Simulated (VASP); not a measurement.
# Pt (Fm-3m) in VASP: a series of runs

Pt is run at these levels: LDA; tasks: single point.

Everything below comes from runs of VASP 6.6.1. Logs are shortened: lines on timing, memory, paths and dates and some standing lists are left out, and cuts for length are marked.

### Step 1. The cell of the first run

It takes space group Fm-3m (No. 225, cubic). The conventional cell has a = 3.787 Å, b = 3.787 Å, c = 3.787 Å, α = 90.00°, β = 90.00°, γ = 90.00°. Within 3.5 Å of Pt (site symmetry m-3m) lie 12 Pt at 2.68 Å.

### Step 2. Single point, LDA (volume 13.576 Å^3 an atom, c/a of the conventional cell 1.0000)

File INCAR:

```
SYSTEM = Pt
ALGO = Fast
EDIFF = 1E-7
ENCUT = 520
ISIF = 2
ISMEAR = 0
LASPH = .TRUE.
LCHARG = .TRUE.
LELF = .TRUE.
LREAL = .FALSE.
LVHAR = .TRUE.
LWAVE = .FALSE.
NBANDS = 11
NELM = 60
PREC = Accurate
SIGMA = 0.15
```

File KPOINTS:

```
k-points
0
G
  22 22 22
  0 0 0
```

File POSCAR:

```
Pt
1.0
    0.0000000000      1.8934213850      1.8934213850
    1.8934213850      0.0000000000      1.8934213850
    1.8934213850      1.8934213850      0.0000000000
Pt
1
Direct
    0.0000000000      0.0000000000      0.0000000000
```

Potentials or basis: VASP PAW LDA potentials, release 64 (Pt).

Command:

```console
$ cat potpaw_LDA.64/Pt/POTCAR > POTCAR
$ mpirun -np 1 vasp_std > vasp.out
```

OUTCAR:

```text
SYSTEM = Pt
   EDIFF = 1E-7
   ENCUT = 520
   ISIF = 2
   ISMEAR = 0
   LASPH = .TRUE.
   LREAL = .FALSE.
   NELM = 60
   PREC = Accurate

 ion  position               nearest neighbor table
   1  0.000  0.000  0.000-

  LATTYP: Found a face centered cubic cell.
 ALAT       =     3.7868427700

  Lattice vectors:

 A1 = (   0.0000000000,   1.8934213850,   1.8934213850)
 A2 = (   1.8934213850,   0.0000000000,   1.8934213850)
 A3 = (   1.8934213850,   1.8934213850,   0.0000000000)

Analysis of symmetry for initial positions (statically):
=====================================================================
 Subroutine PRICEL returns:
 Original cell was already a primitive cell.

 Routine SETGRP: Setting up the symmetry group for a
 face centered cubic supercell.

 Subroutine GETGRP returns: Found 48 space group operations
 (whereof 48 operations were pure point group operations)
 out of a pool of 48 trial point group operations.

The static configuration has the point symmetry O_h .

Analysis of symmetry for dynamics (positions and initial velocities):
=====================================================================
 Subroutine PRICEL returns:
 Original cell was already a primitive cell.

 Routine SETGRP: Setting up the symmetry group for a
 face centered cubic supercell.

 Subroutine GETGRP returns: Found 48 space group operations
 (whereof 48 operations were pure point group operations)
 out of a pool of 48 trial point group operations.

The dynamic configuration has the point symmetry O_h .

 Subroutine INISYM returns: Found 48 space group operations
 (whereof 48 operations are pure point group operations),
 and found     1 'primitive' translations

----------------------------------------------------------------------------------------

                                     Primitive cell

  volume of cell :      13.5760

  direct lattice vectors                    reciprocal lattice vectors
     0.000000000  1.893421385  1.893421385    -0.264072226  0.264072226  0.264072226
     1.893421385  0.000000000  1.893421385     0.264072226 -0.264072226  0.264072226
     1.893421385  1.893421385  0.000000000     0.264072226  0.264072226 -0.264072226

  length of vectors
     2.677702202  2.677702202  2.677702202     0.457386512  0.457386512  0.457386512

  position of ions in fractional coordinates (direct lattice)
     0.000000000  0.000000000  0.000000000

  ion indices of the primitive-cell ions
   primitive index   ion index
[... 74 lines left out ...]
   LREAL  =      F    real-space projection
   EDIFFG = 0.1E-05   stopping-criterion for IOM
   NSW    =      0    number of steps for IOM
   IBRION =     -1    ionic relax: 0-MD 1-quasi-New 2-CG
   NFREE  =      0    steps in history (QN), initial steepest desc. (CG)
   ISIF   =      2    stress and relaxation
   ISYM   =      2    0-nonsym 1-usesym 2-fastsym
   POTIM  = 0.5000    time-step for ionic-motion
   TEBEG  =    0.0;   TEEND  =   0.0 temperature during run
   PSTRESS=    0.0 pullay stress
   NELECT =      10.0000    total number of electrons
   NUPDOWN=      -1.0000    fix difference up-down
   EMIN   =  10.00;   EMAX   =-10.00  energy-range for DOS
   EFERMI =   0.00;   METHOD = LEGACY
   ISMEAR =     0;   SIGMA  =   0.15  broadening in eV -4-tet -1-fermi 0-gaus
   EFERMI_NEDOS =   21; number of points for ismear=-14 and -15
   IALGO  =     68    algorithm
   IMIX   =      4    mixing-type and parameters
     AMIX     =   0.40;   BMIX     =  1.00
     AMIX_MAG =   1.60;   BMIX_MAG =  1.00
  volume/ion in A,a.u.               =      13.58        91.62
  Fermi-wavevector in a.u.,A,eV,Ry     =   1.478487  2.793936 29.741305  2.185924
  Thomas-Fermi vector in A             =   2.592762
   LORBIT       =      0    0 simple, 1 ext, 2 COOP (PROOUT), +10 PAW based schemes
   GGA     = CA    functional components
   LHFCALC =     F    Hartree Fock is set to
   AEXX    =    0.0000 exact exchange contribution
   IVDW    =     0    specifies the selected vdW correction
   LEPSILON=     F    determine dielectric tensor
   LRPA    =     F    only Hartree local field effects (RPA)
 non-spin polarized calculation
 RMM-DIIS sequential band-by-band and
 Gauss-broadening in eV      SIGMA  =   0.15
  energy-cutoff  :      520.00
  volume of cell :       13.58
 maximum number of plane-waves:       377
   NGX =  9   NGY =  9   NGZ =  9

 number of electron      10.0000001 magnetization

 Free energy of the ion-electron system (eV)
  ---------------------------------------------------
  ext. energy  EPLUGINS =         0.00000000
  ---------------------------------------------------
  free energy    TOTEN  =        -7.39978827 eV

  energy without entropy =       -7.38284380  energy(sigma->0) =       -7.39131604

 E-fermi :  13.3171     XC(G=0): -14.3035

 val. band max:       13.3148709664   @ k =  -0.4545   0.1364   0.0455
 cond. band min:      13.3186712603   @ k =  -0.4545   0.2273   0.0000
 fundamental gap:      0.0038002938
 Fermi energy:        13.3171218772

 k-point     1 :       0.0000    0.0000    0.0000
  band No.  band energies     occupation
      1       1.8324      2.00000
      2       8.7912      2.00000
      3       8.7912      2.00000
      4       8.7912      2.00000
      5      11.3932      2.00000
      6      11.3932      2.00000
      7      27.5514      0.00000
      8      33.0858      0.00000
      9      33.0858      0.00000
     10      33.0858      0.00000
     11      38.9382      0.00000
[... 309 lines left out ...]
 k-point    24 :      -0.4545    0.0455    0.0000
  band No.  band energies     occupation
      1       4.8525      2.00000
      2       8.6640      2.00000
      3       8.7827      2.00000
      4      11.7237      2.00000
      5      13.2655      1.37358
      6      13.9664      0.00000
      7      20.2252      0.00000
      8      27.3629      0.00000
      9      32.6599      0.00000
     10      33.0981      0.00000
     11      43.0748      0.00000

 [... further k-points ...]
[... 5 lines left out ...]
  --------------------------------------------------------------------------------------
  -------------------------------------------------------------------------------------
  Total        2.8181706      2.8181706      2.8181706      0.0000000      0.0000000     -0.0000000
  in kB      332.5875816    332.5875816    332.5875816      0.0000000      0.0000000     -0.0000000
  external PRESSURE =     332.5875816 kB  Pullay stress =       0.0000000 kB

 VOLUME and BASIS-vectors are now :
 -----------------------------------------------------------------------------
  energy-cutoff  :      520.00
  volume of cell :       13.58
      direct lattice vectors                 reciprocal lattice vectors
     0.000000000  1.893421385  1.893421385    -0.264072226  0.264072226  0.264072226
     1.893421385  0.000000000  1.893421385     0.264072226 -0.264072226  0.264072226
     1.893421385  1.893421385  0.000000000     0.264072226  0.264072226 -0.264072226

 POSITION                                       TOTAL-FORCE (eV/Angst)
 -----------------------------------------------------------------------------------
      0.00000      0.00000      0.00000         0.000000     -0.000000     -0.000000
 -----------------------------------------------------------------------------------
    total drift:                                0.000000      0.000000      0.000000

  FREE ENERGIE OF THE ION-ELECTRON SYSTEM (eV)
  ---------------------------------------------------
  free  energy   TOTEN  =        -7.3997882732 eV

  energy  without entropy=       -7.3828438041  energy(sigma->0) =       -7.39131604
```

OSZICAR:

```text
N       E                     dE             d eps       ncg     rms          rms(c)
DAV:   1     0.395792649609E+02    0.39579E+02   -0.54389E+03  7368   0.856E+02
DAV:   2    -0.721608242100E+01   -0.46795E+02   -0.45136E+02  8273   0.182E+02
DAV:   3    -0.781258631968E+01   -0.59650E+00   -0.59377E+00  8490   0.196E+01
DAV:   4    -0.781469683406E+01   -0.21105E-02   -0.21104E-02  8428   0.136E+00
DAV:   5    -0.781471141451E+01   -0.14580E-04   -0.14579E-04  8497   0.104E-01    0.181E+01
RMM:   6    -0.746299097400E+01    0.35172E+00   -0.28686E-01  7284   0.459E+00    0.950E+00
RMM:   7    -0.740488332532E+01    0.58108E-01   -0.78987E-02  7621   0.253E+00    0.262E+00
RMM:   8    -0.739993255777E+01    0.49508E-02   -0.10505E-02  7718   0.954E-01    0.555E-01
RMM:   9    -0.739977526251E+01    0.15730E-03   -0.82356E-04  8485   0.240E-01    0.814E-02
RMM:  10    -0.739978925775E+01   -0.13995E-04   -0.13686E-04  8424   0.884E-02    0.917E-02
RMM:  11    -0.739979632208E+01   -0.70643E-05   -0.35213E-05  8142   0.491E-02    0.831E-02
RMM:  12    -0.739980949778E+01   -0.13176E-04   -0.49419E-06  8320   0.177E-02    0.123E-01
RMM:  13    -0.739983120706E+01   -0.21709E-04   -0.39551E-06  7870   0.163E-02    0.168E-01
RMM:  14    -0.739981781163E+01    0.13395E-04   -0.15920E-06  7855   0.103E-02    0.140E-01
RMM:  15    -0.739979575977E+01    0.22052E-04   -0.73157E-06  8211   0.219E-02    0.704E-02
RMM:  16    -0.739978897686E+01    0.67829E-05   -0.38776E-06  8102   0.161E-02    0.218E-02
RMM:  17    -0.739978828363E+01    0.69323E-06   -0.64103E-07  8109   0.668E-03    0.343E-03
RMM:  18    -0.739978827316E+01    0.10467E-07   -0.60423E-08  4804   0.212E-03
   1 F= -.73997883E+01 E0= -.73913160E+01  d E =-.169445E-01
```

Run time: 30 s. Hardware: 1 thread of Intel Xeon 6975P-C, shared host; peak memory 0.16 GiB.

What came out:

- Free energy: -7.3998 eV
- Pressure: 33.3 GPa
- Band gap on the k mesh: zero (band 5 reaches 13.94 eV, above the bottom of band 6 at 11.25 eV)

Levels at points of the mesh, in eV from the Fermi level:
```
           k point  band 3  band 4  band 5  band 6  band 7  band 8
(0.00, 0.00, 0.00)   -4.53   -4.53   -1.92   -1.92   14.23   19.77
(0.50, 0.00, 0.00)   -4.60   -0.91    0.07    0.07    6.71   13.84
(0.50, 0.50, 0.00)    0.05    0.61    0.61    1.57   10.10   11.66
```

Caveat: the cell differs from its parent crystal (volume 13.576 Å^3 an atom, c/a of the conventional cell 1.0000); spin-orbit coupling is left out, which moves the levels of the heavy elements.

### Step 3. Single point, LDA (volume 14.166 Å^3 an atom, c/a of the conventional cell 1.0000)

File INCAR:

```
PREC = Accurate
ENCUT = 520
EDIFF = 1E-6
ISMEAR = 0
SIGMA = 0.15
LREAL = F
LASPH = T
NELM = 100
ALGO = Normal
ISIF = 2
LWAVE = F
LCHARG = F
NBANDS = 11
```

File KPOINTS:

```
regular mesh
0
Gamma
  22 22 22
```

File POSCAR:

```
Pt
1.0
    0.0000000000      1.9204621283      1.9204621283
    1.9204621283      0.0000000000      1.9204621283
    1.9204621283      1.9204621283      0.0000000000
Pt
1
Direct
    0.0000000000      0.0000000000      0.0000000000
```

Potentials or basis: VASP PAW LDA potentials, release 64 (Pt).

Command:

```console
$ cat potpaw_LDA.64/Pt/POTCAR > POTCAR
$ mpirun -np 1 vasp_std > vasp.out
```

Wall time 17 s (1 thread of Intel Xeon 6975P-C, shared host); peak memory 0.16 GiB.

It converged, with:

```
Free energy            : -7.4879 eV
Pressure               : 15.1 GPa
Band gap on the k mesh : zero (band 5 reaches 12.97 eV, above the bottom of band 6 at 10.48 eV)
```

Levels at points of the mesh, in eV from the Fermi level:
```
           k point  band 1  band 2  band 3  band 4  band 5  band 6  band 7  band 8  band 9  band 10
(0.00, 0.00, 0.00)  -10.97   -4.22   -4.22   -4.22   -1.80   -1.80   14.41   19.70   19.70    19.70
(0.50, 0.00, 0.00)   -8.05   -4.29   -4.29   -0.74    0.06    0.06    6.34   14.00   19.31    19.31
(0.50, 0.50, 0.00)   -7.82   -7.34    0.04    0.56    0.56    1.65    9.58   11.53   11.53    20.99
```

Caveat: the cell differs from its parent crystal (volume 14.166 Å^3 an atom, c/a of the conventional cell 1.0000); spin-orbit coupling is left out, which moves the levels of the heavy elements.

### Step 4. Single point, LDA

This run uses another cell than the first one, of 14.76 Å³/atom, 1.087 times its volume.

File INCAR:

```
SYSTEM = Pt
PREC = Accurate
ENCUT = 520
EDIFF = 1E-6
ISMEAR = 0
SIGMA = 0.15
LREAL = .False.
LASPH = .True.
NELM = 100
ALGO = Normal
ISIF = 2
LWAVE = .False.
LCHARG = .True.
LELF = .True.
LVHAR = .True.
NBANDS = 11
```

File KPOINTS:

```
Automatic mesh
0
Gamma
  22 22 22
  0 0 0
```

File POSCAR:

```
Pt
1.0
    0.0000000000      1.9467672884      1.9467672884
    1.9467672884      0.0000000000      1.9467672884
    1.9467672884      1.9467672884      0.0000000000
Pt
1
Direct
    0.0000000000      0.0000000000      0.0000000000
```

Command:

```console
$ cat potpaw_LDA.64/Pt/POTCAR > POTCAR
$ mpirun -np 1 vasp_std > vasp.out
```

Wall time 17 s (1 thread of Intel Xeon 6975P-C, shared host); peak memory 0.16 GiB.

The run converged. Its results:

| Item | Value |
| --- | --- |
| Free energy | -7.5167 eV |
| Pressure | 0.9 GPa |
| Band gap on the k mesh | zero (band 5 reaches 12.09 eV, above the bottom of band 6 at 9.77 eV) |

Levels at points of the mesh, in eV from the Fermi level:
| k point | band 1 | band 2 | band 3 | band 4 | band 5 | band 6 | band 7 | band 8 | band 9 | band 10 |
| --- | --- | --- | --- | --- | --- | --- | --- | --- | --- | --- |
| (0.00, 0.00, 0.00) | -10.49 | -3.95 | -3.95 | -3.95 | -1.68 | -1.68 | 14.56 | 19.60 | 19.60 | 19.60 |
| (0.50, 0.00, 0.00) | -7.59 | -4.01 | -4.01 | -0.57 | 0.05 | 0.05 | 6.00 | 14.13 | 19.04 | 19.04 |
| (0.50, 0.50, 0.00) | -7.34 | -6.88 | 0.03 | 0.52 | 0.52 | 1.72 | 9.11 | 11.41 | 11.41 | 20.48 |

Caveat: spin-orbit coupling is left out, which moves the levels of the heavy elements.

### Step 5. Overview

```csv
cell,gap on the mesh (eV),pressure (GPa)
"a = 2.678 Å, angles 60.0°, 1 atom",none,33.3
"a = 2.716 Å, angles 60.0°, 1 atom",none,15.1
"a = 2.753 Å, angles 60.0°, 1 atom",none,0.9
```

Alike in all rows: task single point; level LDA; potentials or basis VASP PAW LDA potentials, release 64 (Pt); no spin polarisation; k mesh 22 × 22 × 22; cutoff (eV) 520; smearing gaussian 0.15 eV.

Caveats: spin-orbit coupling is left out, which moves the levels of the heavy elements.

Total energies depend on the potentials used, so only differences within one code and one set of settings carry meaning.
